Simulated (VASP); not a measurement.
# SiC (F-43m) in VASP: notebook, part 2 of 2

VASP 6.6.1. Earlier steps stand in the parts before.

### 3 Single point, PBE

INCAR reads:

```
SYSTEM = SiC
ALGO = Normal
EDIFF = 1E-6
ENCUT = 600
GGA = PE
GGA_COMPAT = .False.
ISIF = 2
ISMEAR = 0
LASPH = .True.
LCHARG = .True.
LELF = .True.
LREAL = .False.
LVHAR = .True.
LWAVE = .False.
NBANDS = 11
NELM = 120
PREC = Accurate
SIGMA = 0.02
```

KPOINTS reads:

```
k-points
0
Gamma
  10 10 10
  0 0 0
```

POSCAR reads:

```
SiC
1.0
    0.0000000000      2.1898618285      2.1898618285
    2.1898618285      0.0000000000      2.1898618285
    2.1898618285      2.1898618285      0.0000000000
Si C
1 1
Direct
    0.5000000000      0.5000000000      0.5000000000
    0.2500000000      0.2500000000      0.2500000000
```

Potentials or basis: VASP PAW PBE potentials, release 64 (Si, C).

Command:

```sh
cat potpaw_PBE.64/Si/POTCAR potpaw_PBE.64/C/POTCAR > POTCAR
mpirun -np 1 vasp_std > vasp.out
```

OUTCAR:

```text
SYSTEM = SiC
   EDIFF = 1E-6
   ENCUT = 600
   GGA = PE
   ISIF = 2
   ISMEAR = 0
   LASPH = .True.
   LREAL = .False.
   NELM = 120
   PREC = Accurate

 ion  position               nearest neighbor table
   1  0.500  0.500  0.500-   2 1.90   2 1.90   2 1.90   2 1.90
   2  0.250  0.250  0.250-   1 1.90   1 1.90   1 1.90   1 1.90

  LATTYP: Found a face centered cubic cell.
 ALAT       =     4.3797236570

  Lattice vectors:

 A1 = (   0.0000000000,   2.1898618285,   2.1898618285)
 A2 = (   2.1898618285,   0.0000000000,   2.1898618285)
 A3 = (   2.1898618285,   2.1898618285,   0.0000000000)

Analysis of symmetry for initial positions (statically):
=====================================================================
 Subroutine PRICEL returns:
 Original cell was already a primitive cell.

 Routine SETGRP: Setting up the symmetry group for a
 face centered cubic supercell.

 Subroutine GETGRP returns: Found 24 space group operations
 (whereof 24 operations were pure point group operations)
 out of a pool of 48 trial point group operations.

The static configuration has the point symmetry T_d .

Analysis of symmetry for dynamics (positions and initial velocities):
=====================================================================
 Subroutine PRICEL returns:
 Original cell was already a primitive cell.

 Routine SETGRP: Setting up the symmetry group for a
 face centered cubic supercell.

 Subroutine GETGRP returns: Found 24 space group operations
 (whereof 24 operations were pure point group operations)
 out of a pool of 48 trial point group operations.

The dynamic configuration has the point symmetry T_d .

 Subroutine INISYM returns: Found 24 space group operations
 (whereof 24 operations are pure point group operations),
 and found     1 'primitive' translations

----------------------------------------------------------------------------------------

                                     Primitive cell

  volume of cell :      21.0029

[... 117 lines left out ...]
   LEPSILON=     F    determine dielectric tensor
   LRPA    =     F    only Hartree local field effects (RPA)
 non-spin polarized calculation
 Gauss-broadening in eV      SIGMA  =   0.02
  energy-cutoff  :      600.00
  volume of cell :       21.00
 maximum number of plane-waves:       725
 NGX is ok and might be reduce to    28
   NGX = 13   NGY = 13   NGZ = 13

 number of electron       8.0000000 magnetization

 Free energy of the ion-electron system (eV)
  ---------------------------------------------------
  ext. energy  EPLUGINS =         0.00000000
  ---------------------------------------------------
  free energy    TOTEN  =       -15.06218815 eV

  energy without entropy =      -15.06218815  energy(sigma->0) =      -15.06218815

 E-fermi :   8.0349     XC(G=0): -11.2912

 val. band max:        7.9397169102   @ k =   0.0000   0.0000   0.0000
 cond. band min:       9.3107481565   @ k =   0.5000   0.5000   0.0000
 fundamental gap:      1.3710312463
 Fermi energy:         8.0349245420

 k-point     1 :       0.0000    0.0000    0.0000
  band No.  band energies     occupation
      1      -7.3468      2.00000
      2       7.9397      2.00000
      3       7.9397      2.00000
      4       7.9397      2.00000
      5      13.9985      0.00000
      6      15.1448      0.00000
      7      15.1448      0.00000
      8      15.1448      0.00000
      9      22.3603      0.00000
     10      22.3603      0.00000
     11      24.1902      0.00000
[... 309 lines left out ...]
 k-point    24 :       0.4000    0.3000    0.0000
  band No.  band energies     occupation
      1      -4.2452      2.00000
      2       2.3764      2.00000
      3       4.8186      2.00000
      4       5.3387      2.00000
      5      10.7986      0.00000
      6      13.5029      0.00000
      7      19.4022      0.00000
      8      19.7309      0.00000
      9      21.5331      0.00000
     10      25.8802      0.00000
     11      28.9672      0.00000

 [... further k-points ...]

------------------------ aborting loop because EDIFF is reached ----------------------------------------

  FORCE on cell =-STRESS in cart. coord.  units (eV):
  Direction    XX          YY          ZZ          XY          YZ          ZX
  --------------------------------------------------------------------------------------
  -------------------------------------------------------------------------------------
  Total       -0.0239039     -0.0239039     -0.0239039      0.0000000      0.0000000     -0.0000000
  in kB       -1.8234730     -1.8234730     -1.8234730      0.0000000      0.0000000     -0.0000000
  external PRESSURE =      -1.8234730 kB  Pullay stress =       0.0000000 kB

 VOLUME and BASIS-vectors are now :
 -----------------------------------------------------------------------------
  energy-cutoff  :      600.00
  volume of cell :       21.00
      direct lattice vectors                 reciprocal lattice vectors
     0.000000000  2.189861829  2.189861829    -0.228324908  0.228324908  0.228324908
     2.189861829  0.000000000  2.189861829     0.228324908 -0.228324908  0.228324908
     2.189861829  2.189861829  0.000000000     0.228324908  0.228324908 -0.228324908

 POSITION                                       TOTAL-FORCE (eV/Angst)
 -----------------------------------------------------------------------------------
      2.18986      2.18986      2.18986        -0.000000      0.000000      0.000000
      1.09493      1.09493      1.09493         0.000000     -0.000000     -0.000000
 -----------------------------------------------------------------------------------
    total drift:                                0.000000      0.000000      0.000000

  FREE ENERGIE OF THE ION-ELECTRON SYSTEM (eV)
  ---------------------------------------------------
  free  energy   TOTEN  =       -15.0621881498 eV

  energy  without entropy=      -15.0621881498  energy(sigma->0) =      -15.06218815
```

OSZICAR:

```text
N       E                     dE             d eps       ncg     rms          rms(c)
DAV:   1     0.760829047551E+01    0.76083E+01   -0.42865E+03  1034   0.719E+02
DAV:   2    -0.161006173667E+02   -0.23709E+02   -0.22723E+02  1347   0.118E+02
DAV:   3    -0.168721916216E+02   -0.77157E+00   -0.76977E+00  1253   0.183E+01
DAV:   4    -0.168752710666E+02   -0.30794E-02   -0.30793E-02  1163   0.148E+00
DAV:   5    -0.168752850957E+02   -0.14029E-04   -0.14029E-04  1279   0.941E-02    0.865E+00
DAV:   6    -0.151145962022E+02    0.17607E+01   -0.64640E+00  1160   0.113E+01    0.381E+00
DAV:   7    -0.150696478386E+02    0.44948E-01   -0.36836E-01  1235   0.348E+00    0.175E+00
DAV:   8    -0.150619778192E+02    0.76700E-02   -0.20271E-02  1169   0.949E-01    0.172E-01
DAV:   9    -0.150620719431E+02   -0.94124E-04   -0.17187E-03  1301   0.234E-01    0.112E-01
DAV:  10    -0.150621852715E+02   -0.11333E-03   -0.25159E-04  1175   0.958E-02    0.268E-02
DAV:  11    -0.150621877227E+02   -0.24512E-05   -0.45642E-05  1250   0.349E-02    0.707E-03
DAV:  12    -0.150621881498E+02   -0.42705E-06   -0.21306E-06  1075   0.877E-03
   1 F= -.15062188E+02 E0= -.15062188E+02  d E =-.487408E-14
```

stdout:

```text
POSCAR found type information on POSCAR SiC
 POSCAR found :  2 types and       2 ions
 scaLAPACK will be used
 LDA part: xc-table for (Slater+PW92), standard interpolation
 POSCAR, INCAR and KPOINTS ok, starting setup
 FFT: planning ... GRIDC
 FFT: planning ... GRID_SOFT
 FFT: planning ... GRID
 WAVECAR not read
 entering main loop
```

Wall time 28 s (1 thread of Intel Xeon 8259CL, shared host); peak memory 0.15 GiB.

Results:

| Property | Result |
| --- | --- |
| Free energy | -15.0622 eV |
| Pressure | -0.2 GPa |
| Band gap on the k mesh | 1.37 eV (least direct gap 4.53 eV) |

Levels at points of the mesh, in eV from the valence-band top:
| k point | band 1 | band 2 | band 3 | band 4 | band 5 | band 6 | band 7 | band 8 | band 9 |
| --- | --- | --- | --- | --- | --- | --- | --- | --- | --- |
| (0.00, 0.00, 0.00) | -15.29 | 0.00 | 0.00 | 0.00 | 6.06 | 7.21 | 7.21 | 7.21 | 14.42 |
| (0.50, 0.00, 0.00) | -11.78 | -8.45 | -1.05 | -1.05 | 5.30 | 7.17 | 7.17 | 9.97 | 16.02 |
| (0.50, 0.50, 0.00) | -10.34 | -7.75 | -3.16 | -3.16 | 1.37 | 4.27 | 13.86 | 13.86 | 14.59 |

A k mesh can miss the band edges.

### 4 Relaxation of cell and atoms, PBE

INCAR reads:

```
SYSTEM = SiC
PREC = Accurate ; ENCUT = 600
EDIFF = 1E-7 ; ISMEAR = -5
SIGMA = 0.02 ; LREAL = .FALSE.
LASPH = .TRUE. ; NELM = 120
ALGO = Normal ; ISIF = 3
LWAVE = .FALSE. ; LCHARG = .FALSE.
GGA = PE ; IBRION = 2
NSW = 100 ; EDIFFG = -0.01
GGA_COMPAT = .FALSE. ; NELMIN = 4
```

KPOINTS reads:

```
regular mesh
0
G
  10 10 10
  0 0 0
```

POSCAR reads:

```
SiC
1.0
    0.0000000000      2.1889143389      2.1889143389
    2.1889143389      0.0000000000      2.1889143389
    2.1889143389      2.1889143389      0.0000000000
Si C
1 1
Direct
    0.5000000000      0.5000000000      0.5000000000
    0.2500000000      0.2500000000      0.2500000000
```

Potentials or basis: VASP PAW PBE potentials, release 64 (Si, C).

Command:

```sh
cat potpaw_PBE.64/Si/POTCAR potpaw_PBE.64/C/POTCAR > POTCAR
mpirun -np 1 vasp_std > vasp.out
```

OUTCAR:

```text
SYSTEM = SiC
   PREC = Accurate
   ENCUT = 600
   EDIFF = 1E-7
   ISMEAR = -5
   LREAL = .FALSE.
   LASPH = .TRUE.
   NELM = 120
   ISIF = 3
   GGA = PE
   IBRION = 2
   NSW = 100
   EDIFFG = -0.01
   NELMIN = 4

 ion  position               nearest neighbor table
   1  0.500  0.500  0.500-   2 1.90   2 1.90   2 1.90   2 1.90
   2  0.250  0.250  0.250-   1 1.90   1 1.90   1 1.90   1 1.90

  LATTYP: Found a face centered cubic cell.
 ALAT       =     4.3778286778

  Lattice vectors:
[... 447 lines left out ...]
      3       4.8304      2.00000
      4       5.3511      2.00000
      5      10.8141      0.00000
      6      13.5228      0.00000
      7      19.4305      0.00000
      8      19.7576      0.00000

 [... further k-points ...]
[... 5 lines left out ...]
  --------------------------------------------------------------------------------------
  -------------------------------------------------------------------------------------
  Total        0.0119985      0.0119985      0.0119985     -0.0000000      0.0000000      0.0000000
  in kB        0.9164737      0.9164737      0.9164737     -0.0000000      0.0000000      0.0000000
  external PRESSURE =       0.9164737 kB  Pullay stress =       0.0000000 kB

 VOLUME and BASIS-vectors are now :
 -----------------------------------------------------------------------------
  energy-cutoff  :      600.00
  volume of cell :       20.98
      direct lattice vectors                 reciprocal lattice vectors
     0.000000000  2.188914339  2.188914339    -0.228423740  0.228423740  0.228423740
     2.188914339  0.000000000  2.188914339     0.228423740 -0.228423740  0.228423740
     2.188914339  2.188914339  0.000000000     0.228423740  0.228423740 -0.228423740

 POSITION                                       TOTAL-FORCE (eV/Angst)
 -----------------------------------------------------------------------------------
      2.18891      2.18891      2.18891        -0.000000     -0.000000     -0.000000
      1.09446      1.09446      1.09446         0.000000      0.000000      0.000000
 -----------------------------------------------------------------------------------
    total drift:                                0.000000      0.000000      0.000000

  FREE ENERGIE OF THE ION-ELECTRON SYSTEM (eV)
  ---------------------------------------------------
  free  energy   TOTEN  =       -15.0621803900 eV

  energy  without entropy=      -15.0621803900  energy(sigma->0) =      -15.06218039

 reached required accuracy - stopping structural energy minimisation
```

CONTCAR:

```text
SiC
   1.00000000000000
     0.0000000000000000    2.1889143389000001    2.1889143389000001
     2.1889143389000001    0.0000000000000000    2.1889143389000001
     2.1889143389000001    2.1889143389000001    0.0000000000000000
  Si              C
     1     1
Direct
     0.5000000000000000    0.5000000000000000    0.5000000000000000
     0.2500000000000000    0.2500000000000000    0.2500000000000000

  0.00000000E+00  0.00000000E+00  0.00000000E+00
  0.00000000E+00  0.00000000E+00  0.00000000E+00
```

It took 22 s on 1 thread of Intel Xeon 8259CL, shared host; peak memory 0.15 GiB.

Results:

```
Free energy             : -15.0622 eV
Pressure after relaxing : 0.1 GPa
Band gap on the k mesh  : 1.37 eV (least direct gap 4.53 eV)
```

Final structure:
```
CELL_PARAMETERS angstrom
0.00000 2.18891 2.18891
2.18891 0.00000 2.18891
2.18891 2.18891 0.00000
ATOMIC_POSITIONS crystal
Si 0.50000 0.50000 0.50000
C 0.25000 0.25000 0.25000
```

Levels at points of the mesh, in eV from the valence-band top:
```csv
k point,band 2,band 3,band 4,band 5,band 6,band 7
"(0.00, 0.00, 0.00)",0.00,0.00,0.00,6.07,7.21,7.21
"(0.50, 0.00, 0.00)",-8.46,-1.05,-1.05,5.31,7.17,7.17
"(0.50, 0.50, 0.00)",-7.75,-3.16,-3.16,1.37,4.28,13.88
```

Caveat: the relaxation stopped at its first step, so nothing moved. A k mesh can miss the band edges.

### 5 The runs side by side

| task | cell | smearing | gap on the mesh (eV) | pressure (GPa) |
| --- | --- | --- | --- | --- |
| single point | a = 3.097 Å, angles 60.0°, 2 atoms | tetrahedron | 1.37 | -0.2 |
| single point | a = 3.097 Å, angles 60.0°, 2 atoms | gaussian 0.02 eV | 1.37 | -0.2 |
| relaxation of cell and atoms | relaxed from a = 3.096 Å, angles 60.0°, 2 atoms | tetrahedron | 1.37 | 0.1 |

Alike in all rows: level PBE; potentials or basis VASP PAW PBE potentials, release 64 (Si, C); no spin polarisation; k mesh 10 × 10 × 10; cutoff (eV) 600.

Caveats: the relaxation stopped at its first step, so nothing moved (at least some runs).

Absolute energies hang on the potentials; compare differences alone.
